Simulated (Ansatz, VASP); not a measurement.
**Two plane-wave programs on Mn**

The input INCAR:

```
PREC = Accurate ; ENCUT = 680
EDIFF = 1E-6 ; ISMEAR = -1
SIGMA = 0.1 ; LREAL = False
LASPH = True ; NELM = 200
ALGO = Normal ; ISIF = 2
LWAVE = False ; LCHARG = False
ISPIN = 2 ; MAGMOM = 4.5
LORBIT = 11 ; LMAXMIX = 4
LDAU = True ; LDAUTYPE = 2
LDAUL = 2 ; LDAUU = 6.3
LDAUJ = 0 ; LDAUPRINT = 1
GGA = PE ; NBANDS = 18
GGA_COMPAT = False
```

KPOINTS

```
regular mesh
0
Gamma
  11 11 11
```

Contents of POSCAR:

```
Mn
1.0
   -1.5405000000      1.5405000000      1.5405000000
    1.5405000000     -1.5405000000      1.5405000000
    1.5405000000      1.5405000000     -1.5405000000
Mn
1
Direct
    0.0000000000      0.0000000000      0.0000000000
```

Input for Ansatz:

```yaml
crystal:
  lattice:
    - [-1.5405, 1.5405, 1.5405]
    - [1.5405, -1.5405, 1.5405]
    - [1.5405, 1.5405, -1.5405]
  atoms:
    - { symbol: Mn, position: [0.0, 0.0, 0.0], spin: 4.5 }
magnetization:
  spin_polarized: true
hamiltonian:
  xc: pbe
  pseudopotentials: { kind: paw }
  hubbard: { sites: [{ species: Mn, l: d, u_eff: 6.3 }] }
basis:
  ecutwfc: 420
kpoints:
  mp_grid: { grid: [11, 11, 11] }
scf:
  occupations: { method: fermi_dirac, width: 0.1 }
  lower_state_search: "off"
output:
  forces: true
  stress: true
```

Alike in both runs: task single point; functional PBE; k mesh 11 × 11 × 11; occupations fermi-dirac, width 0.1 eV; collinear spin; Hubbard terms Mn d U = 6.3 eV.

```csv
,VASP,Ansatz
version,VASP 6.6.1,Ansatz 0.2.0
potentials or method,"VASP PAW PBE potentials, release 64 (Mn_sv), cutoff 680 eV","PAW, plane waves, scalar-relativistic"
valence electrons in the cell,15,15
```

|  | VASP | Ansatz | Ansatz less VASP |
| --- | --- | --- | --- |
| net moment per atom (μB) | 4.22 | 4.35 | +0.131 |
| size of the moment on the site where the two differ most (μB) | 4.19 | 4.21 | +0.015 |

The net moments are unlike, so the other rows may belong to different states. Site moments also hang on the region over which each program counts them. The programs project onto different local orbitals, so the same U acts differently, and such runs can settle in different states. Ansatz's warnings: filled band counts differ across k points.
